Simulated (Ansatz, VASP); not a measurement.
**One calculation of Mo, two programs**

The input POSCAR:

```
Mo
1.0
   -2.4635824360      2.4635824360      1.3439296952
    2.4635824360     -2.4635824360      1.3439296952
    2.4635824360      2.4635824360     -1.3439296952
Mo
2
Direct
    0.0000000000      0.0000000000      0.0000000000
    0.7500000000      0.2500000000      0.5000000000
```

Contents of INCAR.step1:

```
PREC = Accurate
ENCUT = 520
ISMEAR = 0
SIGMA = 0.1
LREAL = F
LASPH = T
NELM = 60
NBANDS = 21
GGA = PE
ALGO = Normal
EDIFF = 1E-4
LWAVE = T
LCHARG = F
```

INCAR.step2

```
PREC = Accurate
ENCUT = 520
EDIFF = 1E-6
ISMEAR = 0
SIGMA = 0.1
LREAL = F
LASPH = T
NELM = 60
ALGO = Normal
ISIF = 2
LWAVE = F
LCHARG = T
METAGGA = R2SCAN
LMIXTAU = T
LELF = T
LVHAR = T
NBANDS = 21
ISTART = 1
```

File KPOINTS:

```
regular mesh
0
Gamma
  8 8 8
```

Input for Ansatz:

```yaml
crystal:
  lattice:
    - [-2.463582436, 2.463582436, 1.3439296952]
    - [2.463582436, -2.463582436, 1.3439296952]
    - [2.463582436, 2.463582436, -1.3439296952]
  atoms:
    - { symbol: Mo, position: [0.0, 0.0, 0.0] }
    - { symbol: Mo, position: [0.75, 0.25, 0.5] }
basis:
  ecutwfc: 500
kpoints:
  mp_grid: { grid: [8, 8, 8] }
hamiltonian:
  xc: r2scan
scf:
  occupations: { method: gaussian, width: 0.1 }
  lower_state_search: "off"
output:
  forces: true
  stress: true
  eigenvalues: true
```

Alike in both runs: task single point; functional r2SCAN; k mesh 8 × 8 × 8; occupations gaussian, width 0.1 eV; no spin polarisation.

|  | VASP | Ansatz |
| --- | --- | --- |
| version | VASP 6.6.1 | Ansatz 0.2.0 |
| potentials or method | VASP PAW PBE potentials, release 64 (Mo_sv), cutoff 520 eV | scalar-relativistic, plane waves, PAW |
| valence electrons in the cell | 28 | 28 |

VASP gave:

```
gap on the k mesh at the Fermi level (eV)                     : none
pressure (GPa)                                                : 6.3
traceless stress, the component that is largest in VASP (GPa) : -2.86
```

Task: Which values does Ansatz return?

Result: gap on the k mesh at the Fermi level (eV): none; pressure (GPa): 5.1; traceless stress, the component that is largest in VASP (GPa): -2.73.

VASP's potentials were made for PBE, not for r2SCAN. A gap of «none» marks a metal or a gap that the smearing closes.
